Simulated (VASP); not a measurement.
# TePb (Pm-3m) in VASP: notebook, part 2 of 3

VASP 6.6.1.

**3. Single point, PBE**

File INCAR:

```
PREC = Accurate
ENCUT = 520
EDIFF = 1E-7
ISMEAR = 0
SIGMA = 0.03
LREAL = F
LASPH = T
NELM = 100
ALGO = Normal
ISIF = 2
LWAVE = F
LCHARG = F
GGA = PE
NBANDS = 17
```

File KPOINTS:

```
Automatic mesh
0
Gamma
  7 7 7
```

File POSCAR:

```
TePb
1.0
    4.0022870000      0.0000000000      0.0000000000
    0.0000000000      4.0022870000      0.0000000000
    0.0000000000      0.0000000000      4.0022870000
Pb Te
1 1
Direct
    0.0000000000      0.0000000000      0.0000000000
    0.5000000000      0.5000000000      0.5000000000
```

Potentials or basis: VASP PAW PBE potentials, release 64 (Pb_d, Te).

Run with:

```bash
$ cat potpaw_PBE.64/Pb_d/POTCAR potpaw_PBE.64/Te/POTCAR > POTCAR
$ mpirun -np 1 vasp_std > vasp.out
```

OUTCAR:

```text
PREC = Accurate
   ENCUT = 520
   EDIFF = 1E-7
   ISMEAR = 0
   LREAL = F
   LASPH = T
   NELM = 100
   ISIF = 2
   GGA = PE

 ion  position               nearest neighbor table
   1  0.000  0.000  0.000-   2 3.47   2 3.47   2 3.47   2 3.47   2 3.47   2 3.47   2 3.47   2 3.47

   2  0.500  0.500  0.500-   1 3.47   1 3.47   1 3.47   1 3.47   1 3.47   1 3.47   1 3.47   1 3.47

  LATTYP: Found a simple cubic cell.
 ALAT       =     4.0022870000

  Lattice vectors:

 A1 = (   4.0022870000,   0.0000000000,   0.0000000000)
 A2 = (   0.0000000000,   4.0022870000,   0.0000000000)
 A3 = (   0.0000000000,   0.0000000000,   4.0022870000)

Analysis of symmetry for initial positions (statically):
=====================================================================
 Subroutine PRICEL returns:
 Original cell was already a primitive cell.

 Routine SETGRP: Setting up the symmetry group for a
 simple cubic supercell.

 Subroutine GETGRP returns: Found 48 space group operations
 (whereof 48 operations were pure point group operations)
 out of a pool of 48 trial point group operations.

The static configuration has the point symmetry O_h .

Analysis of symmetry for dynamics (positions and initial velocities):
=====================================================================
 Subroutine PRICEL returns:
 Original cell was already a primitive cell.

 Routine SETGRP: Setting up the symmetry group for a
 simple cubic supercell.

 Subroutine GETGRP returns: Found 48 space group operations
 (whereof 48 operations were pure point group operations)
 out of a pool of 48 trial point group operations.

The dynamic configuration has the point symmetry O_h .

 Subroutine INISYM returns: Found 48 space group operations
 (whereof 48 operations are pure point group operations),
 and found     1 'primitive' translations

----------------------------------------------------------------------------------------

                                     Primitive cell

  volume of cell :      64.1098

  direct lattice vectors                    reciprocal lattice vectors
     4.002287000  0.000000000  0.000000000     0.249857144  0.000000000  0.000000000
     0.000000000  4.002287000  0.000000000     0.000000000  0.249857144  0.000000000
     0.000000000  0.000000000  4.002287000     0.000000000  0.000000000  0.249857144

  length of vectors
     4.002287000  4.002287000  4.002287000     0.249857144  0.249857144  0.249857144

  position of ions in fractional coordinates (direct lattice)
     0.000000000  0.000000000  0.000000000
     0.500000000  0.500000000  0.500000000

  ion indices of the primitive-cell ions
   primitive index   ion index
                 1           1
                 2           2

----------------------------------------------------------------------------------------

 KPOINTS: Automatic mesh

Automatic generation of k-mesh.
 Grid dimensions read from file:
 generate k-points for:    7    7    7

 Generating k-lattice:

  Cartesian coordinates                     Fractional coordinates (reciprocal lattice)
     0.035693878  0.000000000  0.000000000     0.142857143  0.000000000  0.000000000
     0.000000000  0.035693878  0.000000000     0.000000000  0.142857143  0.000000000
     0.000000000  0.000000000  0.035693878     0.000000000  0.000000000  0.142857143

  Length of vectors
     0.035693878  0.035693878  0.035693878

  Shift w.r.t. Gamma in fractional coordinates (k-lattice)
     0.000000000  0.000000000  0.000000000

 Subroutine IBZKPT returns following result:
 ===========================================

 Found     20 irreducible k-points:

 Following reciprocal coordinates:
            Coordinates               Weight
  0.000000  0.000000  0.000000      1.000000
  0.142857  0.000000  0.000000      6.000000
  0.285714  0.000000  0.000000      6.000000
  0.428571  0.000000  0.000000      6.000000
  0.142857  0.142857  0.000000     12.000000
  0.285714  0.142857  0.000000     24.000000
[... 12 lines left out ...]
  0.428571  0.428571  0.285714     24.000000
  0.428571  0.428571  0.428571      8.000000
   k-points           NKPTS =     20   k-points in BZ     NKDIM =     20   number of bands    NBANDS=     17
   number of dos      NEDOS =    301   number of ions     NIONS =      2
   total plane-waves  NPLWV =  27000
   dimension x,y,z NGX =    30 NGY =   30 NGZ =   30
   dimension x,y,z NGXF=    60 NGYF=   60 NGZF=   60
   ions per type =               1   1
   NGX,Y,Z   is equivalent  to a cutoff of  12.46, 12.46, 12.46 a.u.
   NGXF,Y,Z  is equivalent  to a cutoff of  24.92, 24.92, 24.92 a.u.
 SYSTEM =  unknown system
   PREC   = accura    normal or accurate (medium, high low for compatibility)
   ISTART =      0    job   : 0-new  1-cont  2-samecut
   ICHARG =      2    charge: 1-file 2-atom 10-const
   ISPIN  =      1    spin polarized calculation?
   LNONCOLLINEAR =      F non collinear calculations
   LSORBIT =      F    spin-orbit coupling
   LASPH  =      T    aspherical Exc in radial PAW
   ENCUT  =  520.0 eV  38.22 Ry    6.18 a.u.   7.44  7.44  7.44*2*pi/ulx,y,z
   NELM   =    100;   NELMIN=  2; NELMDL= -5     # of ELM steps
   EDIFF  = 0.1E-06   stopping-criterion for ELM
   LREAL  =      F    real-space projection
   EDIFFG = 0.1E-05   stopping-criterion for IOM
   NSW    =      0    number of steps for IOM
   IBRION =     -1    ionic relax: 0-MD 1-quasi-New 2-CG
   NFREE  =      0    steps in history (QN), initial steepest desc. (CG)
   ISIF   =      2    stress and relaxation
   ISYM   =      2    0-nonsym 1-usesym 2-fastsym
   POTIM  = 0.5000    time-step for ionic-motion
   TEBEG  =    0.0;   TEEND  =   0.0 temperature during run
   PSTRESS=    0.0 pullay stress
   NELECT =      20.0000    total number of electrons
   NUPDOWN=      -1.0000    fix difference up-down
   EMIN   =  10.00;   EMAX   =-10.00  energy-range for DOS
   EFERMI =   0.00;   METHOD = LEGACY
   ISMEAR =     0;   SIGMA  =   0.03  broadening in eV -4-tet -1-fermi 0-gaus
   EFERMI_NEDOS =   21; number of points for ismear=-14 and -15
   IALGO  =     38    algorithm
   IMIX   =      4    mixing-type and parameters
     AMIX     =   0.40;   BMIX     =  1.00
     AMIX_MAG =   1.60;   BMIX_MAG =  1.00
  volume/ion in A,a.u.               =      32.05       216.32
  Fermi-wavevector in a.u.,A,eV,Ry     =   1.110307  2.098177 16.773027  1.232783
  Thomas-Fermi vector in A             =   2.246857
   LORBIT       =      0    0 simple, 1 ext, 2 COOP (PROOUT), +10 PAW based schemes
   GGA     = PE    functional components
   LHFCALC =     F    Hartree Fock is set to
   AEXX    =    0.0000 exact exchange contribution
   IVDW    =     0    specifies the selected vdW correction
   LEPSILON=     F    determine dielectric tensor
   LRPA    =     F    only Hartree local field effects (RPA)
 non-spin polarized calculation
 Gauss-broadening in eV      SIGMA  =   0.03
  energy-cutoff  :      520.00
  volume of cell :       64.11
 maximum number of plane-waves:      1751
 NGX is ok and might be reduce to    30
   NGX = 15   NGY = 15   NGZ = 15

 number of electron      20.0000009 magnetization

 Free energy of the ion-electron system (eV)
  ---------------------------------------------------
  ext. energy  EPLUGINS =         0.00000000
  ---------------------------------------------------
  free energy    TOTEN  =        -7.05283829 eV

  energy without entropy =       -7.05062184  energy(sigma->0) =       -7.05173007

 E-fermi :   6.3986     XC(G=0):  -9.6816

 val. band max:        6.3969107407   @ k =   0.4286   0.2857   0.0000
 cond. band min:       6.4095730456   @ k =   0.4286   0.4286   0.2857
 fundamental gap:      0.0126623049
 Fermi energy:         6.3985758446

 k-point     1 :       0.0000    0.0000    0.0000
  band No.  band energies     occupation
      1     -10.7842      2.00000
      2     -10.7842      2.00000
      3     -10.7010      2.00000
      4     -10.7010      2.00000
      5     -10.7010      2.00000
      6      -5.7678      2.00000
[... 9 lines left out ...]
     16      16.3459      0.00000
     17      17.4094      0.00000
[... 361 lines left out ...]
 k-point    20 :       0.4286    0.4286    0.4286
  band No.  band energies     occupation
      1     -10.7528      2.00000
      2     -10.7510      2.00000
      3     -10.7510      2.00000
      4     -10.6777      2.00000
      5     -10.6777      2.00000
      6      -3.3835      2.00000
[... 9 lines left out ...]
     16      18.8123      0.00000
     17      20.8014      0.00000

------------------------ aborting loop because EDIFF is reached ----------------------------------------

  FORCE on cell =-STRESS in cart. coord.  units (eV):
  Direction    XX          YY          ZZ          XY          YZ          ZX
  --------------------------------------------------------------------------------------
  -------------------------------------------------------------------------------------
  Total        0.0141834      0.0141834      0.0141834      0.0000000     -0.0000000     -0.0000000
  in kB        0.3544582      0.3544582      0.3544582      0.0000000     -0.0000000     -0.0000000
  external PRESSURE =       0.3544582 kB  Pullay stress =       0.0000000 kB

 VOLUME and BASIS-vectors are now :
 -----------------------------------------------------------------------------
  energy-cutoff  :      520.00
  volume of cell :       64.11
      direct lattice vectors                 reciprocal lattice vectors
     4.002287000  0.000000000  0.000000000     0.249857144  0.000000000  0.000000000
     0.000000000  4.002287000  0.000000000     0.000000000  0.249857144  0.000000000
     0.000000000  0.000000000  4.002287000     0.000000000  0.000000000  0.249857144

 POSITION                                       TOTAL-FORCE (eV/Angst)
 -----------------------------------------------------------------------------------
      0.00000      0.00000      0.00000         0.000000      0.000000      0.000000
      2.00114      2.00114      2.00114         0.000000      0.000000      0.000000
 -----------------------------------------------------------------------------------
    total drift:                               -0.000000     -0.000000     -0.000000

  FREE ENERGIE OF THE ION-ELECTRON SYSTEM (eV)
  ---------------------------------------------------
  free  energy   TOTEN  =        -7.0528382922 eV

  energy  without entropy=       -7.0506218388  energy(sigma->0) =       -7.05173007
```

OSZICAR:

```text
N       E                     dE             d eps       ncg     rms          rms(c)
DAV:   1     0.147022323490E+03    0.14702E+03   -0.92053E+03   688   0.115E+03
DAV:   2     0.226327412945E+01   -0.14476E+03   -0.14009E+03   745   0.291E+02
DAV:   3    -0.702776955943E+01   -0.92910E+01   -0.92171E+01   900   0.795E+01
DAV:   4    -0.725635082489E+01   -0.22858E+00   -0.22849E+00   902   0.136E+01
DAV:   5    -0.726517874322E+01   -0.88279E-02   -0.88276E-02   967   0.241E+00    0.353E+00
DAV:   6    -0.706049772596E+01    0.20468E+00   -0.44756E-01   934   0.438E+00    0.231E+00
DAV:   7    -0.705691630613E+01    0.35814E-02   -0.10761E-01   876   0.147E+00    0.102E+00
DAV:   8    -0.708830890870E+01   -0.31393E-01   -0.18119E-01   888   0.265E+00    0.707E-01
DAV:   9    -0.705251638966E+01    0.35793E-01   -0.10748E-01   961   0.200E+00    0.495E-02
DAV:  10    -0.705284709435E+01   -0.33070E-03   -0.29937E-03   734   0.352E-01    0.693E-02
DAV:  11    -0.705291960076E+01   -0.72506E-04   -0.48400E-04  1001   0.945E-02    0.498E-02
DAV:  12    -0.705284377245E+01    0.75828E-04   -0.94750E-05   907   0.519E-02    0.203E-02
DAV:  13    -0.705283983069E+01    0.39418E-05   -0.35507E-05   828   0.267E-02    0.825E-03
DAV:  14    -0.705283859668E+01    0.12340E-05   -0.40021E-06   773   0.921E-03    0.372E-03
DAV:  15    -0.705283833333E+01    0.26335E-06   -0.47035E-07   847   0.301E-03    0.280E-03
DAV:  16    -0.705283829222E+01    0.41114E-07   -0.61580E-08   421   0.194E-03
   1 F= -.70528383E+01 E0= -.70517301E+01  d E =-.221645E-02
```

Run time: 39 s. Hardware: 1 thread of Intel Xeon 8259CL, shared host; peak memory 0.18 GiB.

What came out:

```yaml
Free_energy: -7.0528 eV
Pressure: 0.0 GPa
Band_gap_on_the_k_mesh: zero (bands 10 and 11 overlap by 0.80 eV)
```

Caveat: spin-orbit coupling is left out, which moves the levels of the heavy elements.

**4. Single point, revPBE**

This run uses another cell than the first one, of 32.95 Å³/atom.

File INCAR:

```
PREC = Accurate ; ENCUT = 520
EDIFF = 1E-6 ; ISMEAR = -1
SIGMA = 0.05 ; LREAL = F
LASPH = T ; NELM = 80
ALGO = Normal ; ISIF = 2
LWAVE = F ; LCHARG = F
GGA = RE ; NBANDS = 17
```

File KPOINTS:

```
regular mesh
0
Gamma
  7 7 7
```

File POSCAR:

```
TePb
1.0
    4.0390263666      0.0000000000      0.0000000000
    0.0000000000      4.0390263666      0.0000000000
    0.0000000000      0.0000000000      4.0390263666
Pb Te
1 1
Direct
    0.0000000000      0.0000000000      0.0000000000
    0.5000000000      0.5000000000      0.5000000000
```

Potentials or basis: VASP PAW PBE potentials, release 64 (Pb_d, Te).

Run with:

```bash
$ cat potpaw_PBE.64/Pb_d/POTCAR potpaw_PBE.64/Te/POTCAR > POTCAR
$ mpirun -np 1 vasp_std > vasp.out
```

OUTCAR:

```text
PREC = Accurate
   ENCUT = 520
   EDIFF = 1E-6
   ISMEAR = -1
   LREAL = F
   LASPH = T
   NELM = 80
   ISIF = 2
   GGA = RE

 ion  position               nearest neighbor table
   1  0.000  0.000  0.000-   2 3.50   2 3.50   2 3.50   2 3.50   2 3.50   2 3.50   2 3.50   2 3.50

   2  0.500  0.500  0.500-   1 3.50   1 3.50   1 3.50   1 3.50   1 3.50   1 3.50   1 3.50   1 3.50

  LATTYP: Found a simple cubic cell.
 ALAT       =     4.0390263666

  Lattice vectors:

 A1 = (   4.0390263666,   0.0000000000,   0.0000000000)
 A2 = (   0.0000000000,   4.0390263666,   0.0000000000)
 A3 = (   0.0000000000,   0.0000000000,   4.0390263666)

Analysis of symmetry for initial positions (statically):
=====================================================================
 Subroutine PRICEL returns:
 Original cell was already a primitive cell.

 Routine SETGRP: Setting up the symmetry group for a
 simple cubic supercell.

[... 156 lines left out ...]
  ---------------------------------------------------
  free energy    TOTEN  =        -6.43961843 eV

  energy without entropy =       -6.42803374  energy(sigma->0) =       -6.43382608

 E-fermi :   6.1861     XC(G=0):  -9.4832

 val. band max:        6.1674507829   @ k =   0.4286   0.2857   0.0000
 cond. band min:       6.2457145868   @ k =   0.4286   0.4286   0.2857
 fundamental gap:      0.0782638040
 Fermi energy:         6.1861036668

 k-point     1 :       0.0000    0.0000    0.0000
  band No.  band energies     occupation
      1     -11.0810      2.00000
      2     -11.0810      2.00000
      3     -11.0042      2.00000
      4     -11.0042      2.00000
      5     -11.0042      2.00000
      6      -5.8047      2.00000
[... 377 lines left out ...]
      4     -10.9861      2.00000
      5     -10.9861      2.00000
      6      -3.5563      2.00000
[... 9 lines left out ...]
     16      18.3841      0.00000
     17      20.3270      0.00000

------------------------ aborting loop because EDIFF is reached ----------------------------------------

  FORCE on cell =-STRESS in cart. coord.  units (eV):
  Direction    XX          YY          ZZ          XY          YZ          ZX
  --------------------------------------------------------------------------------------
  -------------------------------------------------------------------------------------
  Total       -0.0089132     -0.0089132     -0.0089132     -0.0000000      0.0000000      0.0000000
  in kB       -0.2167273     -0.2167273     -0.2167273     -0.0000000      0.0000000      0.0000000
  external PRESSURE =      -0.2167273 kB  Pullay stress =       0.0000000 kB

 VOLUME and BASIS-vectors are now :
 -----------------------------------------------------------------------------
  energy-cutoff  :      520.00
  volume of cell :       65.89
      direct lattice vectors                 reciprocal lattice vectors
     4.039026367  0.000000000  0.000000000     0.247584420  0.000000000  0.000000000
     0.000000000  4.039026367  0.000000000     0.000000000  0.247584420  0.000000000
     0.000000000  0.000000000  4.039026367     0.000000000  0.000000000  0.247584420

 POSITION                                       TOTAL-FORCE (eV/Angst)
 -----------------------------------------------------------------------------------
      0.00000      0.00000      0.00000         0.000000      0.000000      0.000000
      2.01951      2.01951      2.01951         0.000000      0.000000      0.000000
 -----------------------------------------------------------------------------------
    total drift:                                0.000000     -0.000000     -0.000000

  FREE ENERGIE OF THE ION-ELECTRON SYSTEM (eV)
  ---------------------------------------------------
  free  energy   TOTEN  =        -6.4396184325 eV

  energy  without entropy=       -6.4280337357  energy(sigma->0) =       -6.43382608
```

OSZICAR:

```text
N       E                     dE             d eps       ncg     rms          rms(c)
DAV:   1     0.149795294843E+03    0.14980E+03   -0.92391E+03   680   0.114E+03
DAV:   2     0.366972729495E+01   -0.14613E+03   -0.14179E+03   721   0.297E+02
DAV:   3    -0.638368669326E+01   -0.10053E+02   -0.99187E+01   828   0.827E+01
DAV:   4    -0.665557554522E+01   -0.27189E+00   -0.27161E+00   862   0.147E+01
DAV:   5    -0.666508673458E+01   -0.95112E-02   -0.95108E-02   949   0.262E+00    0.339E+00
DAV:   6    -0.644279878699E+01    0.22229E+00   -0.50667E-01   938   0.438E+00    0.220E+00
DAV:   7    -0.643929781231E+01    0.35010E-02   -0.93371E-02   836   0.134E+00    0.101E+00
DAV:   8    -0.644189239249E+01   -0.25946E-02   -0.25598E-02   871   0.126E+00    0.244E-01
DAV:   9    -0.644040374302E+01    0.14886E-02   -0.19586E-02   952   0.832E-01    0.133E-01
DAV:  10    -0.643963604574E+01    0.76770E-03   -0.18917E-03   888   0.280E-01    0.528E-02
DAV:  11    -0.643965870617E+01   -0.22660E-04   -0.76376E-04   865   0.149E-01    0.392E-02
DAV:  12    -0.643962740401E+01    0.31302E-04   -0.97910E-05   833   0.481E-02    0.367E-02
DAV:  13    -0.643962295938E+01    0.44446E-05   -0.58293E-06   801   0.135E-02    0.254E-02
DAV:  14    -0.643961860823E+01    0.43511E-05   -0.13345E-05   862   0.227E-02    0.852E-03
DAV:  15    -0.643961843247E+01    0.17577E-06   -0.18330E-06   649   0.626E-03
   1 F= -.64396184E+01 E0= -.64338261E+01  d E =-.115847E-01
```

It took 37 s on 1 thread of Intel Xeon 8259CL, shared host; peak memory 0.18 GiB.

What came out:

```
Free energy            : -6.4396 eV
Pressure               : 0.0 GPa
Band gap on the k mesh : zero (bands 10 and 11 overlap by 0.70 eV)
```

Levels at points of the mesh, in eV from the Fermi level:
| k point | band 8 | band 9 | band 10 | band 11 | band 12 | band 13 |
| --- | --- | --- | --- | --- | --- | --- |
| (0.00, 0.00, 0.00) | -1.52 | -1.52 | -1.52 | 4.04 | 4.04 | 5.06 |

Caveat: semilocal functionals underestimate gaps, so a narrow gap can read as zero; the PAW data sets were made with another functional, which shifts forces and pressure a little; spin-orbit coupling is left out, which moves the levels of the heavy elements.

[end of part 2 of 3]
